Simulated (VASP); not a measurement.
# Zr (P6_3/mmc) in VASP: notebook

Zr is run at these levels: PBE; tasks: relaxation of cell and atoms.

Everything below comes from runs of VASP 6.6.1. Logs are shortened: lines on timing, memory, paths and dates and some standing lists are left out, and cuts for length are marked.

**1. The cell of the first run**

Symmetry: P6_3/mmc, No. 194, hexagonal system. The conventional cell has a = 3.111 Å, b = 3.111 Å, c = 5.045 Å, α = 90.00°, β = 90.00°, γ = 120.00°. Zr (site symmetry -6m2) has 12 Zr at 3.10 to 3.11 Å within 4.1 Å.

**2. Relaxation of cell and atoms, PBE, target pressure 11 GPa, at which the enthalpy is minimised**

Input file INCAR:

```
SYSTEM = Zr
ALGO     = Normal         ! electronic algorithm
EDIFF    = 1E-7           ! SCF threshold, eV
EDIFFG   = -0.005         ! ionic threshold
ENCUT    = 600            ! plane-wave cutoff, eV
GGA      = PE             ! functional
IBRION   = 2              ! ionic algorithm
ISIF     = 3              ! what is computed and relaxed
ISMEAR   = -1             ! smearing method
LASPH    = .True.         ! aspherical terms in the spheres
LCHARG   = .False.        ! write CHGCAR
LREAL    = .False.        ! projectors in reciprocal space
LWAVE    = .False.        ! write WAVECAR
NELM     = 60             ! most SCF steps
NSW      = 32             ! ionic steps
PREC     = Accurate       ! precision mode
PSTRESS  = 110.0        
SIGMA    = 0.05           ! smearing width, eV
```

Input file KPOINTS:

```
k-points
0
Gamma
  14 14 8
  0 0 0
```

Input file POSCAR:

```
Zr
1.0
    3.1105157484      0.0000000000      0.0000000000
   -1.5552578742      2.6937856570      0.0000000000
    0.0000000000      0.0000000000      5.0448989028
Zr
2
Direct
    0.3333333333      0.6666666667      0.2500000000
    0.6666666667      0.3333333333      0.7500000000
```

Potentials or basis: VASP PAW PBE potentials, release 64 (Zr_sv).

Run with:

```
$ cat potpaw_PBE.64/Zr_sv/POTCAR > POTCAR
$ mpirun -np 1 vasp_std > vasp.out
```

OUTCAR:

```text
SYSTEM = Zr
   EDIFF = 1E-7
   EDIFFG = -0.005
   ENCUT = 600
   GGA = PE
   IBRION = 2
   ISIF = 3
   ISMEAR = -1
   LASPH = .True.
   LREAL = .False.
   NELM = 60
   NSW = 32
   PREC = Accurate
   PSTRESS = 110.0

 ion  position               nearest neighbor table
   1  0.333  0.667  0.250-   2 3.10   2 3.10   2 3.10   2 3.10   2 3.10   2 3.10
   2  0.667  0.333  0.750-   1 3.10   1 3.10   1 3.10   1 3.10   1 3.10   1 3.10

  LATTYP: Found a hexagonal cell.
 ALAT       =     3.1105157484
 C/A-ratio  =     1.6218850219

  Lattice vectors:

 A1 = (   3.1105157484,   0.0000000000,   0.0000000000)
 A2 = (  -1.5552578742,   2.6937856570,   0.0000000000)
 A3 = (   0.0000000000,   0.0000000000,   5.0448989028)

Analysis of symmetry for initial positions (statically):
=====================================================================
 Subroutine PRICEL returns:
 Original cell was already a primitive cell.

 Routine SETGRP: Setting up the symmetry group for a
 hexagonal supercell.

 Subroutine GETGRP returns: Found 24 space group operations
 (whereof 12 operations were pure point group operations)
 out of a pool of 24 trial point group operations.

The static configuration has the point symmetry D_3d.
 The point group associated with its full space group is D_6h.

Analysis of symmetry for dynamics (positions and initial velocities):
=====================================================================
 Subroutine PRICEL returns:
 Original cell was already a primitive cell.

 Routine SETGRP: Setting up the symmetry group for a
 hexagonal supercell.

 Subroutine GETGRP returns: Found 24 space group operations
 (whereof 12 operations were pure point group operations)
 out of a pool of 24 trial point group operations.

The dynamic configuration has the point symmetry D_3d.
 The point group associated with its full space group is D_6h.

 Subroutine INISYM returns: Found 24 space group operations
 (whereof 12 operations are pure point group operations),
 and found     1 'primitive' translations

----------------------------------------------------------------------------------------

                                     Primitive cell

  volume of cell :      42.2715

  direct lattice vectors                    reciprocal lattice vectors
     3.110515748  0.000000000  0.000000000     0.321490094  0.185612392  0.000000000
    -1.555257874  2.693785657  0.000000000     0.000000000  0.371224784  0.000000000
     0.000000000  0.000000000  5.044898903     0.000000000  0.000000000  0.198220028

  length of vectors
     3.110515748  3.110515748  5.044898903     0.371224784  0.371224784  0.198220028

  position of ions in fractional coordinates (direct lattice)
     0.333333333  0.666666667  0.250000000
     0.666666667  0.333333333  0.750000000

  ion indices of the primitive-cell ions
   primitive index   ion index
                 1           1
                 2           2

----------------------------------------------------------------------------------------

 KPOINTS: k-points

Automatic generation of k-mesh.
 Grid dimensions read from file:
 generate k-points for:   14   14    8

 Generating k-lattice:

  Cartesian coordinates                     Fractional coordinates (reciprocal lattice)
     0.022963578  0.013258028  0.000000000     0.071428571  0.000000000  0.000000000
     0.000000000  0.026516056  0.000000000     0.000000000  0.071428571  0.000000000
     0.000000000  0.000000000  0.024777503     0.000000000  0.000000000  0.125000000

  Length of vectors
     0.026516056  0.026516056  0.024777503

  Shift w.r.t. Gamma in fractional coordinates (k-lattice)
     0.000000000  0.000000000  0.000000000

 Subroutine IBZKPT returns following result:
 ===========================================

 Found    120 irreducible k-points:

 Following reciprocal coordinates:
            Coordinates               Weight
  0.000000  0.000000  0.000000      1.000000
  0.071429 -0.000000  0.000000      6.000000
  0.142857 -0.000000  0.000000      6.000000
  0.214286 -0.000000  0.000000      6.000000
  0.285714  0.000000  0.000000      6.000000
  0.357143 -0.000000  0.000000      6.000000
[... 16 lines left out ...]
  0.285714  0.285714  0.000000      6.000000
  0.357143  0.285714  0.000000      6.000000
 [... further k-points ...]
   k-points           NKPTS =    120   k-points in BZ     NKDIM =    120   number of bands    NBANDS=     16
   number of dos      NEDOS =    301   number of ions     NIONS =      2
   total plane-waves  NPLWV =  31360
   dimension x,y,z NGX =    28 NGY =   28 NGZ =   40
   dimension x,y,z NGXF=    56 NGYF=   56 NGZF=   80
   ions per type =               2
   NGX,Y,Z   is equivalent  to a cutoff of  14.96, 14.96, 13.18 a.u.
   NGXF,Y,Z  is equivalent  to a cutoff of  29.93, 29.93, 26.36 a.u.
 SYSTEM =  Zr
   PREC   = accura    normal or accurate (medium, high low for compatibility)
   ISTART =      0    job   : 0-new  1-cont  2-samecut
   ICHARG =      2    charge: 1-file 2-atom 10-const
   ISPIN  =      1    spin polarized calculation?
   LNONCOLLINEAR =      F non collinear calculations
   LSORBIT =      F    spin-orbit coupling
   LASPH  =      T    aspherical Exc in radial PAW
   ENCUT  =  600.0 eV  44.10 Ry    6.64 a.u.   6.21  6.21 10.08*2*pi/ulx,y,z
   NELM   =     60;   NELMIN=  2; NELMDL= -5     # of ELM steps
   EDIFF  = 0.1E-06   stopping-criterion for ELM
   LREAL  =      F    real-space projection
   EDIFFG = -.5E-02   stopping-criterion for IOM
   NSW    =     32    number of steps for IOM
   IBRION =      2    ionic relax: 0-MD 1-quasi-New 2-CG
   NFREE  =      1    steps in history (QN), initial steepest desc. (CG)
   ISIF   =      3    stress and relaxation
   ISYM   =      2    0-nonsym 1-usesym 2-fastsym
   POTIM  = 0.5000    time-step for ionic-motion
   TEBEG  =    0.0;   TEEND  =   0.0 temperature during run
   PSTRESS=  110.0 pullay stress
   NELECT =      24.0000    total number of electrons
   NUPDOWN=      -1.0000    fix difference up-down
   EMIN   =  10.00;   EMAX   =-10.00  energy-range for DOS
   EFERMI =   0.00;   METHOD = LEGACY
   ISMEAR =    -1;   SIGMA  =   0.05  broadening in eV -4-tet -1-fermi 0-gaus
   EFERMI_NEDOS =   21; number of points for ismear=-14 and -15
   IALGO  =     38    algorithm
   IMIX   =      4    mixing-type and parameters
     AMIX     =   0.40;   BMIX     =  1.00
     AMIX_MAG =   1.60;   BMIX_MAG =  1.00
  volume/ion in A,a.u.               =      21.14       142.63
  Fermi-wavevector in a.u.,A,eV,Ry     =   1.355593  2.561699 25.002502  1.837632
  Thomas-Fermi vector in A             =   2.482667
   LORBIT       =      0    0 simple, 1 ext, 2 COOP (PROOUT), +10 PAW based schemes
   GGA     = PE    functional components
   LHFCALC =     F    Hartree Fock is set to
   AEXX    =    0.0000 exact exchange contribution
   IVDW    =     0    specifies the selected vdW correction
   LEPSILON=     F    determine dielectric tensor
   LRPA    =     F    only Hartree local field effects (RPA)
 conjugate gradient relaxation of ions
 non-spin polarized calculation
  energy-cutoff  :      600.00
  volume of cell :       42.27
 maximum number of plane-waves:      1430
 NGX is ok and might be reduce to    28
   NGX = 13   NGY = 13   NGZ = 21

--------------------------------------- Ionic step        1  -------------------------------------------

 number of electron      24.0000000 magnetization

 Free energy of the ion-electron system (eV)
  ---------------------------------------------------
  ext. energy  EPLUGINS =         0.00000000
  ---------------------------------------------------
  free energy    TOTEN  =       -16.90130434 eV

  energy without entropy =      -16.88340513  energy(sigma->0) =      -16.89235473

------------------------ aborting loop because EDIFF is reached ----------------------------------------

  FORCE on cell =-STRESS in cart. coord.  units (eV):
  Direction    XX          YY          ZZ          XY          YZ          ZX
  --------------------------------------------------------------------------------------
  -------------------------------------------------------------------------------------
  Total        2.9109576      2.9109576      2.9129114      0.0000000     -0.0000000      0.0000000
  in kB      110.3312550    110.3312550    110.4053082      0.0000000     -0.0000000      0.0000000
  external PRESSURE =       0.3559394 kB  Pullay stress =     110.0000000 kB
[... 61 lines left out ...]
  enthalpy is  TOTEN    =       -13.9990852289 eV   P V=        2.9041905771

--------------------------------------- Ionic step        3  -------------------------------------------

 number of electron      24.0000000 magnetization

 Free energy of the ion-electron system (eV)
  ---------------------------------------------------
  ext. energy  EPLUGINS =         0.00000000
  ---------------------------------------------------
  free energy    TOTEN  =       -16.90211711 eV

  energy without entropy =      -16.88421560  energy(sigma->0) =      -16.89316635

 E-fermi :  10.1220     XC(G=0): -11.5273

 val. band max:       10.1049046671   @ k =   0.1429   0.1429   0.3750
 cond. band min:      10.1357852101   @ k =   0.2857   0.2857   0.5000
 fundamental gap:      0.0308805430
 Fermi energy:        10.1219918269

 k-point     1 :       0.0000    0.0000    0.0000
  band No.  band energies     occupation
      1     -38.5514      2.00000
      2     -38.3371      2.00000
      3     -17.2392      2.00000
      4     -16.0716      2.00000
      5     -16.0716      2.00000
      6     -15.9232      2.00000
[... 8 lines left out ...]
     15      11.7584      0.00000
     16      11.7584      0.00000
[... 420 lines left out ...]
  band No.  band energies     occupation
      1     -38.3026      2.00000
      2     -38.2851      2.00000
      3     -16.8858      2.00000
      4     -16.6818      2.00000
      5     -16.6624      2.00000
      6     -16.4834      2.00000
[... 8 lines left out ...]
     15      12.0002      0.00000
     16      14.6101      0.00000

 [... further k-points ...]
[... 5 lines left out ...]
  --------------------------------------------------------------------------------------
  -------------------------------------------------------------------------------------
  Total        2.9033650      2.9033650      2.9034762      0.0000000     -0.0000000      0.0000000
  in kB      110.0127178    110.0127179    110.0169302      0.0000000     -0.0000000      0.0000000
  external PRESSURE =       0.0141220 kB  Pullay stress =     110.0000000 kB
[... 17 lines left out ...]
  FREE ENERGIE OF THE ION-ELECTRON SYSTEM (eV)
  ---------------------------------------------------
  free  energy   TOTEN  =       -16.9021171100 eV

  energy  without entropy=      -16.8842155989  energy(sigma->0) =      -16.89316635

  enthalpy is  TOTEN    =       -13.9990877548 eV   P V=        2.9030293552

 reached required accuracy - stopping structural energy minimisation
```

Wall time 81 s (1 thread of Intel Xeon 6975P-C (Granite Rapids), shared host); peak memory 0.23 GiB.

What came out:

| Property | Result |
| --- | --- |
| Free energy | -16.9021 eV |
| Relaxed volume | 21.14 Å³/atom |
| Relaxed cell | a = 3.111 Å, b = 3.111 Å, c = 5.045 Å, α = 90.00°, β = 90.00°, γ = 120.00° |
| Space group after relaxing (to 0.1 Å) | P6_3/mmc (No. 194) |
| Energy change on relaxing (the run minimises the enthalpy) | -0.4 meV/atom |
| Ionic steps | 3 |
| Pressure after relaxing | 11.0 GPa |
| Band gap on the k mesh | zero (bands 12 and 13 overlap by 1.33 eV) |

The path:
```csv
step,energy change (eV),largest force (eV/Å),pressure (GPa),volume (Å³)
1,0.0000,0.0000,11.04,42.27
2,-0.0020,0.0000,10.95,42.30
3,-0.0008,0.0000,11.00,42.28
```

Final structure:
```yaml
crystal:
  lattice:
    - [3.11079, 0.00000, 0.00000]
    - [-1.55539, 2.69402, 0.00000]
    - [0.00000, 0.00000, 5.04543]
  atoms:
    - { symbol: Zr, position: [0.33333, 0.66667, 0.25000] }
    - { symbol: Zr, position: [0.66667, 0.33333, 0.75000] }
```

Levels at points of the mesh, in eV from the Fermi level:
```
           k point  band 10  band 11  band 12  band 13  band 14  band 15
(0.00, 0.00, 0.00)    -3.31     0.87     0.89     0.89     1.42     1.64
(0.50, 0.00, 0.00)    -2.65    -2.48     0.07     0.62     0.78     1.54
(0.00, 0.00, 0.50)    -4.03    -0.06    -0.06     0.82     0.82     0.82
(0.50, 0.00, 0.50)    -3.18    -1.32    -1.32     2.03     2.03     2.47
```

Caveat: the cell is relaxed towards a set pressure, so the run minimises the enthalpy, not the energy.

**3. Relaxation of cell and atoms, PBE, target pressure 11 GPa, at which the enthalpy is minimised**

This run uses another cell than the first one, of 21.19 Å³/atom.

Input file INCAR:

```
PREC = Accurate ; ENCUT = 600
EDIFF = 1E-7 ; ISMEAR = -1
SIGMA = 0.05 ; LREAL = False
LASPH = True ; NELM = 80
ALGO = Normal ; ISIF = 3
LWAVE = False ; LCHARG = False
GGA = PE ; IBRION = 2
NSW = 60 ; EDIFFG = -0.005
PSTRESS = 110.0
```

Input file KPOINTS:

```
regular mesh
0
Gamma
  14 14 8
```

Input file POSCAR:

```
Zr
1.0
    3.1145758045      0.0000000000      0.0000000000
   -1.5572879022      2.6973017687      0.0000000000
    0.0000000000      0.0000000000      5.0456128032
Zr
2
Direct
    0.3333333333      0.6666666667      0.2500000000
    0.6666666667      0.3333333333      0.7500000000
```

Potentials or basis: VASP PAW PBE potentials, release 64 (Zr_sv).

Run with:

```
$ cat potpaw_PBE.64/Zr_sv/POTCAR > POTCAR
$ mpirun -np 1 vasp_std > vasp.out
```

Wall time 9.3 min (1 thread of AMD EPYC 7R13, shared host); peak memory 0.21 GiB.

It converged, with:

| Quantity | Value |
| --- | --- |
| Free energy | -16.9023 eV |
| Relaxed volume | 21.14 Å³/atom |
| Relaxed cell | a = 3.111 Å, b = 3.111 Å, c = 5.044 Å, α = 90.00°, β = 90.00°, γ = 120.00° |
| Space group after relaxing (to 0.1 Å) | P6_3/mmc (No. 194) |
| Energy change on relaxing (the run minimises the enthalpy) | +3.5 meV/atom |
| Ionic steps | 4 |
| Pressure after relaxing | 11.0 GPa |
| Band gap on the k mesh | zero (bands 12 and 13 overlap by 1.33 eV) |

The path:
```tsv
step	energy change (eV)	largest force (eV/Å)	pressure (GPa)	volume (Å³)
1	0.0000	0.0000	10.70	42.39
2	0.0166	0.0000	11.42	42.15
3	0.0069	0.0000	11.01	42.29
4	0.0069	0.0000	11.00	42.29
```

Final structure:
```cif
data_structure
_symmetry_space_group_name_H-M 'P 1'
_symmetry_Int_Tables_number 1
_cell_length_a 3.1113
_cell_length_b 3.1113
_cell_length_c 5.0439
_cell_angle_alpha 90.000
_cell_angle_beta 90.000
_cell_angle_gamma 120.000
_cell_volume 42.29
loop_
_atom_site_label
_atom_site_type_symbol
_atom_site_fract_x
_atom_site_fract_y
_atom_site_fract_z
_atom_site_occupancy
Zr1 Zr 0.33333 0.66667 0.25000 1
Zr2 Zr 0.66667 0.33333 0.75000 1
```

Levels at points of the mesh, in eV from the Fermi level:
```
           k point  band 8  band 9  band 10  band 11  band 12  band 13  band 14  band 15  band 16
(0.00, 0.00, 0.00)  -26.02   -5.82    -3.31     0.87     0.89     0.89     1.42     1.64     1.64
(0.50, 0.00, 0.00)  -26.18   -2.94    -2.66    -2.48     0.07     0.61     0.78     1.54     5.58
(0.00, 0.00, 0.50)  -26.11   -4.03    -4.03    -0.06    -0.06     0.82     0.82     0.82     0.82
(0.50, 0.00, 0.50)  -26.34   -3.18    -3.18    -1.32    -1.32     2.03     2.03     2.46     2.46
```

Caveat: the cell is relaxed towards a set pressure, so the run minimises the enthalpy, not the energy.
